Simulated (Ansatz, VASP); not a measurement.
**Two plane-wave programs on CuF**

File POSCAR:

```
CuF
1.0
    2.7921705943      0.0000000000      0.0000000000
    0.0000000000      2.7921705943      0.0000000000
    0.0000000000      0.0000000000      2.7921705943
Cu F
1 1
Direct
    0.0000000000      0.0000000000      0.0000000000
    0.5000000000      0.5000000000      0.5000000000
```

INCAR.step1

```
SYSTEM = CuF
ALGO = Normal
EDIFF = 1E-4
ENCUT = 520
GGA = PE
ISMEAR = -1
LASPH = .TRUE.
LCHARG = .FALSE.
LREAL = .FALSE.
LWAVE = .TRUE.
NBANDS = 16
NELM = 60
PREC = Accurate
SIGMA = 0.02
```

Contents of INCAR.step2:

```
SYSTEM = CuF
ALGO = Normal
EDIFF = 1E-7
ENCUT = 520
ISIF = 2
ISMEAR = -1
ISTART = 1
LASPH = .TRUE.
LCHARG = .TRUE.
LELF = .TRUE.
LMIXTAU = .TRUE.
LREAL = .FALSE.
LVHAR = .TRUE.
LWAVE = .FALSE.
METAGGA = R2SCAN
NBANDS = 16
NELM = 60
PREC = Accurate
SIGMA = 0.02
```

KPOINTS

```
k-points
0
G
  8 8 8
  0 0 0
```

Input for Ansatz:

```yaml
crystal:
  lattice:
    - [2.7921705943, 0.0, 0.0]
    - [0.0, 2.7921705943, 0.0]
    - [0.0, 0.0, 2.7921705943]
  atoms:
    - { symbol: Cu, position: [0.0, 0.0, 0.0] }
    - { symbol: F, position: [0.5, 0.5, 0.5] }
kpoints:
  mp_grid: { grid: [8, 8, 8] }
hamiltonian:
  xc: r2scan
scf:
  occupations: { method: fermi_dirac, width: 0.02 }
  n_extra_bands: 4
output:
  forces: true
  stress: true
  eigenvalues: true
```

Alike in both runs: task single point; functional r2SCAN; k mesh 8 × 8 × 8; occupations fermi-dirac, width 0.02 eV; no spin polarisation.

|  | VASP | Ansatz |
| --- | --- | --- |
| version | VASP 6.6.1 | Ansatz 0.2.0 |
| potentials or method | VASP PAW PBE potentials, release 64 (Cu, F) | plane waves, PAW |
| plane-wave cutoff (eV) | 520 | 500 |
| valence electrons in the cell | 18 | 26 |

Ansatz gave:

* pressure (GPa): -5.8

Q: What did VASP give for the same quantities?

A: Pressure (GPa): -5.9.

VASP's potentials were made for PBE, not for r2SCAN. VASP's potentials hold 18 valence electrons a cell and Ansatz's 26, so a difference there can come from the potentials and not from the codes.
